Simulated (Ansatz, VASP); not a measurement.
W in VASP and in Ansatz

```xyz
1
Lattice="0.0000 2.0767 2.0767 2.0767 0.0000 2.0767 2.0767 2.0767 0.0000" Properties=species:S:1:pos:R:3 pbc="T T T"
W     0.0000    0.0000    0.0000
```

Alike in both runs: task single point; functional PBEsol; k mesh 15 × 15 × 15; occupations fermi-dirac, width 0.1 eV; no spin polarisation.

|  | VASP | Ansatz |
| --- | --- | --- |
| version | VASP 6.6.1 | Ansatz 0.2.0 |
| potentials or method | VASP PAW PBE potentials, release 64 (W_sv), cutoff 520 eV | plane waves (420 eV) with PAW, scalar-relativistic |
| valence electrons in the cell | 14 | 14 |

```csv
,VASP,Ansatz,Ansatz less VASP
pressure (GPa),-26.9,-27.2,-0.26
```

VASP's potentials were made for PBE, not for PBEsol, and Ansatz warns of the same on its side.

Spin-orbit coupling is off throughout.
